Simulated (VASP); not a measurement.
# YTl (Pm-3m) in VASP: a series of runs

Runs on YTl. Level: LDA. Tasks: electric field gradients.

Everything below comes from runs of VASP 6.6.1. Logs are shortened: lines on timing, memory, paths and dates and some standing lists are left out, and cuts for length are marked.

## 1. The cell of the first run

Symmetry: Pm-3m, No. 221, cubic system. The conventional cell has a = 3.751 Å, b = 3.751 Å, c = 3.751 Å, α = 90.00°, β = 90.00°, γ = 90.00°. Within 4.3 Å of Y (site symmetry m-3m) lie 8 Tl at 3.25 Å and 6 Y at 3.75 Å. Within 4.3 Å of Tl (site symmetry m-3m) lie 8 Y at 3.25 Å and 6 Tl at 3.75 Å.

## 2. Electric field gradients, LDA

INCAR

```
SYSTEM = YTl
ALGO     = Normal         ! electronic algorithm
EDIFF    = 1E-8           ! SCF threshold, eV
ENCUT    = 520            ! plane-wave cutoff, eV
GGA      = CA             ! functional
ISIF     = 2              ! what is computed and relaxed
ISMEAR   = -1             ! smearing method
LASPH    = .True.         ! aspherical terms in the spheres
LCHARG   = .False.        ! write CHGCAR
LEFG     = .True.       
LREAL    = .False.        ! projectors in reciprocal space
LWAVE    = .False.        ! write WAVECAR
NBANDS   = 19             ! bands
NELM     = 60             ! most SCF steps
PREC     = Accurate       ! precision mode
SIGMA    = 0.08           ! smearing width, eV
```

KPOINTS

```
k-points
0
Gamma
  11 11 11
  0 0 0
```

POSCAR

```
YTl
1.0
    3.7510000000      0.0000000000      0.0000000000
    0.0000000000      3.7510000000      0.0000000000
    0.0000000000      0.0000000000      3.7510000000
Y Tl
1 1
Direct
    0.5000000000      0.5000000000      0.5000000000
    0.0000000000      0.0000000000      0.0000000000
```

Potentials or basis: VASP PAW LDA potentials, release 64 (Y_sv, Tl_d).

Started as:

```console
cat potpaw_LDA.64/Y_sv/POTCAR potpaw_LDA.64/Tl_d/POTCAR > POTCAR
mpirun -np 1 vasp_std > vasp.out
```

OUTCAR:

```text
SYSTEM = YTl
   EDIFF = 1E-8
   ENCUT = 520
   GGA = CA
   ISIF = 2
   ISMEAR = -1
   LASPH = .True.
   LREAL = .False.
   NELM = 60
   PREC = Accurate

 ion  position               nearest neighbor table
   1  0.500  0.500  0.500-   2 3.25   2 3.25   2 3.25   2 3.25   2 3.25   2 3.25   2 3.25   2 3.25

   2  0.000  0.000  0.000-   1 3.25   1 3.25   1 3.25   1 3.25   1 3.25   1 3.25   1 3.25   1 3.25

  LATTYP: Found a simple cubic cell.
 ALAT       =     3.7510000000

  Lattice vectors:

 A1 = (   3.7510000000,   0.0000000000,   0.0000000000)
 A2 = (   0.0000000000,   3.7510000000,   0.0000000000)
 A3 = (   0.0000000000,   0.0000000000,   3.7510000000)

Analysis of symmetry for initial positions (statically):
=====================================================================
 Subroutine PRICEL returns:
 Original cell was already a primitive cell.

 Routine SETGRP: Setting up the symmetry group for a
 simple cubic supercell.

 Subroutine GETGRP returns: Found 48 space group operations
 (whereof 48 operations were pure point group operations)
 out of a pool of 48 trial point group operations.

The static configuration has the point symmetry O_h .

Analysis of symmetry for dynamics (positions and initial velocities):
=====================================================================
 Subroutine PRICEL returns:
 Original cell was already a primitive cell.

 Routine SETGRP: Setting up the symmetry group for a
 simple cubic supercell.

 Subroutine GETGRP returns: Found 48 space group operations
 (whereof 48 operations were pure point group operations)
 out of a pool of 48 trial point group operations.

The dynamic configuration has the point symmetry O_h .

 Subroutine INISYM returns: Found 48 space group operations
 (whereof 48 operations are pure point group operations),
 and found     1 'primitive' translations

----------------------------------------------------------------------------------------

                                     Primitive cell

  volume of cell :      52.7766

  direct lattice vectors                    reciprocal lattice vectors
     3.751000000  0.000000000  0.000000000     0.266595575  0.000000000  0.000000000
     0.000000000  3.751000000  0.000000000     0.000000000  0.266595575  0.000000000
     0.000000000  0.000000000  3.751000000     0.000000000  0.000000000  0.266595575

  length of vectors
     3.751000000  3.751000000  3.751000000     0.266595575  0.266595575  0.266595575

  position of ions in fractional coordinates (direct lattice)
     0.500000000  0.500000000  0.500000000
     0.000000000  0.000000000  0.000000000

  ion indices of the primitive-cell ions
   primitive index   ion index
                 1           1
                 2           2

----------------------------------------------------------------------------------------

 KPOINTS: k-points

Automatic generation of k-mesh.
 Grid dimensions read from file:
 generate k-points for:   11   11   11

 Generating k-lattice:

  Cartesian coordinates                     Fractional coordinates (reciprocal lattice)
     0.024235961  0.000000000  0.000000000     0.090909091  0.000000000  0.000000000
     0.000000000  0.024235961  0.000000000     0.000000000  0.090909091  0.000000000
     0.000000000  0.000000000  0.024235961     0.000000000  0.000000000  0.090909091

  Length of vectors
     0.024235961  0.024235961  0.024235961

  Shift w.r.t. Gamma in fractional coordinates (k-lattice)
     0.000000000  0.000000000  0.000000000

 Subroutine IBZKPT returns following result:
 ===========================================

 Found     56 irreducible k-points:

 Following reciprocal coordinates:
            Coordinates               Weight
  0.000000  0.000000  0.000000      1.000000
  0.090909  0.000000  0.000000      6.000000
  0.181818  0.000000  0.000000      6.000000
  0.272727  0.000000  0.000000      6.000000
  0.363636  0.000000  0.000000      6.000000
  0.454545  0.000000  0.000000      6.000000
[... 16 lines left out ...]
  0.181818  0.090909  0.090909     24.000000
  0.272727  0.090909  0.090909     24.000000
 [... further k-points ...]
   k-points           NKPTS =     56   k-points in BZ     NKDIM =     56   number of bands    NBANDS=     19
   number of dos      NEDOS =    301   number of ions     NIONS =      2
   total plane-waves  NPLWV =  21952
   dimension x,y,z NGX =    28 NGY =   28 NGZ =   28
   dimension x,y,z NGXF=    56 NGYF=   56 NGZF=   56
   ions per type =               1   1
   NGX,Y,Z   is equivalent  to a cutoff of  12.41, 12.41, 12.41 a.u.
   NGXF,Y,Z  is equivalent  to a cutoff of  24.82, 24.82, 24.82 a.u.
 SYSTEM =  YTl
   PREC   = accura    normal or accurate (medium, high low for compatibility)
   ISTART =      0    job   : 0-new  1-cont  2-samecut
   ICHARG =      2    charge: 1-file 2-atom 10-const
   ISPIN  =      1    spin polarized calculation?
   LNONCOLLINEAR =      F non collinear calculations
   LSORBIT =      F    spin-orbit coupling
   LASPH  =      T    aspherical Exc in radial PAW
   ENCUT  =  520.0 eV  38.22 Ry    6.18 a.u.   6.97  6.97  6.97*2*pi/ulx,y,z
   NELM   =     60;   NELMIN=  2; NELMDL= -5     # of ELM steps
   EDIFF  = 0.1E-07   stopping-criterion for ELM
   LREAL  =      F    real-space projection
   EDIFFG = 0.1E-06   stopping-criterion for IOM
   NSW    =      0    number of steps for IOM
   IBRION =     -1    ionic relax: 0-MD 1-quasi-New 2-CG
   NFREE  =      0    steps in history (QN), initial steepest desc. (CG)
   ISIF   =      2    stress and relaxation
   ISYM   =      2    0-nonsym 1-usesym 2-fastsym
   POTIM  = 0.5000    time-step for ionic-motion
   TEBEG  =    0.0;   TEEND  =   0.0 temperature during run
   PSTRESS=    0.0 pullay stress
   NELECT =      24.0000    total number of electrons
   NUPDOWN=      -1.0000    fix difference up-down
   EMIN   =  10.00;   EMAX   =-10.00  energy-range for DOS
   EFERMI =   0.00;   METHOD = LEGACY
   ISMEAR =    -1;   SIGMA  =   0.08  broadening in eV -4-tet -1-fermi 0-gaus
   EFERMI_NEDOS =   21; number of points for ismear=-14 and -15
   IALGO  =     38    algorithm
   IMIX   =      4    mixing-type and parameters
     AMIX     =   0.40;   BMIX     =  1.00
     AMIX_MAG =   1.60;   BMIX_MAG =  1.00
  volume/ion in A,a.u.               =      26.39       178.08
  Fermi-wavevector in a.u.,A,eV,Ry     =   1.258920  2.379014 21.563600  1.584880
  Thomas-Fermi vector in A             =   2.392506
   LORBIT       =      0    0 simple, 1 ext, 2 COOP (PROOUT), +10 PAW based schemes
   GGA     = CA    functional components
   LHFCALC =     F    Hartree Fock is set to
   AEXX    =    0.0000 exact exchange contribution
   IVDW    =     0    specifies the selected vdW correction
   LEPSILON=     F    determine dielectric tensor
   LRPA    =     F    only Hartree local field effects (RPA)
 non-spin polarized calculation
  energy-cutoff  :      520.00
  volume of cell :       52.78
 maximum number of plane-waves:      1434
 NGX is ok and might be reduce to    28
   NGX = 13   NGY = 13   NGZ = 13

 number of electron      24.0000011 magnetization

 Free energy of the ion-electron system (eV)
  ---------------------------------------------------
  ext. energy  EPLUGINS =         0.00000000
  ---------------------------------------------------
  free energy    TOTEN  =       -10.89189304 eV

  energy without entropy =      -10.86372177  energy(sigma->0) =      -10.87780741

 E-fermi :   5.9211     XC(G=0): -10.7383

 val. band max:        5.9009489952   @ k =   0.4545   0.0000   0.0000
 cond. band min:       5.9742042390   @ k =   0.4545   0.0909   0.0000
 fundamental gap:      0.0732552439
 Fermi energy:         5.9210863559

 k-point     1 :       0.0000    0.0000    0.0000
  band No.  band energies     occupation
      1     -36.8956      2.00000
      2     -16.9357      2.00000
      3     -16.9357      2.00000
      4     -16.9357      2.00000
      5      -5.8066      2.00000
      6      -5.8066      2.00000
[... 11 lines left out ...]
     18       9.3879      0.00000
     19      11.4328      0.00000

 k-point     2 :       0.0909    0.0000    0.0000
  band No.  band energies     occupation
      1     -36.8946      2.00000
      2     -16.9546      2.00000
      3     -16.9345      2.00000
      4     -16.9345      2.00000
      5      -5.8032      2.00000
      6      -5.7840      2.00000
[... 476 lines left out ...]
 k-point    24 :       0.2727    0.0909    0.0909
  band No.  band energies     occupation
      1     -36.8858      2.00000
      2     -17.0649      2.00000
      3     -16.9435      2.00000
      4     -16.9422      2.00000
      5      -5.7495      2.00000
      6      -5.6294      2.00000
[... 11 lines left out ...]
     18      12.1333      0.00000
     19      14.8293      0.00000

 [... further k-points ...]
[... 5 lines left out ...]
  --------------------------------------------------------------------------------------
  -------------------------------------------------------------------------------------
  Total       -0.9652577     -0.9652577     -0.9652577     -0.0000000      0.0000000      0.0000000
  in kB      -29.3030385    -29.3030385    -29.3030385     -0.0000000      0.0000000      0.0000000
  external PRESSURE =     -29.3030385 kB  Pullay stress =       0.0000000 kB

 VOLUME and BASIS-vectors are now :
 -----------------------------------------------------------------------------
  energy-cutoff  :      520.00
  volume of cell :       52.78
      direct lattice vectors                 reciprocal lattice vectors
     3.751000000  0.000000000  0.000000000     0.266595575  0.000000000  0.000000000
     0.000000000  3.751000000  0.000000000     0.000000000  0.266595575  0.000000000
     0.000000000  0.000000000  3.751000000     0.000000000  0.000000000  0.266595575

 POSITION                                       TOTAL-FORCE (eV/Angst)
 -----------------------------------------------------------------------------------
      1.87550      1.87550      1.87550         0.000000      0.000000      0.000000
      0.00000      0.00000      0.00000         0.000000      0.000000      0.000000
 -----------------------------------------------------------------------------------
    total drift:                                0.000000      0.000000      0.000000

  FREE ENERGIE OF THE ION-ELECTRON SYSTEM (eV)
  ---------------------------------------------------
  free  energy   TOTEN  =       -10.8918930364 eV

  energy  without entropy=      -10.8637217748  energy(sigma->0) =      -10.87780741

 Electric field gradients (V/A^2)
---------------------------------------------------------------------
 ion       V_xx      V_yy      V_zz      V_xy      V_xz      V_yz
---------------------------------------------------------------------
   1       0.000     0.000    -0.000     0.000    -0.000     0.000
   2       0.000    -0.000    -0.000     0.000    -0.000    -0.000
---------------------------------------------------------------------

 Electric field gradients after diagonalization (V/A^2)
 (convention: |V_zz| > |V_xx| > |V_yy|)
----------------------------------------------------------------------
 ion       V_xx      V_yy      V_zz     asymmetry (V_yy - V_xx)/ V_zz
----------------------------------------------------------------------
   1       0.000     0.000    -0.000       0.393
   2       0.000    -0.000    -0.000       0.977
----------------------------------------------------------------------

           NMR quadrupolar parameters

 Cq : quadrupolar parameter    Cq=e*Q*V_zz/h
 eta: asymmetry parameters     (V_yy - V_xx)/ V_zz
 Q  : nuclear electric quadrupole moment in mb (millibarn)
----------------------------------------------------------------------
 ion       Cq(MHz)       eta       Q (mb)
----------------------------------------------------------------------
   1      -0.000       0.393       1.000
   2      -0.000       0.977       1.000
----------------------------------------------------------------------
```

It took 76 s on 1 thread of AMD EPYC 7R13, shared host; peak memory 0.17 GiB.

Results:

| Quantity | Value |
| --- | --- |
| Free energy | -10.8919 eV |
| Pressure | -2.9 GPa |
| Band gap on the k mesh | zero (bands 12 and 13 overlap by 2.19 eV) |
| Largest electric field gradient by atom | zero within the noise of the run |

Caveat: spin-orbit coupling is left out, which moves the levels of the heavy elements.

(Continued in part 2 of 2.)
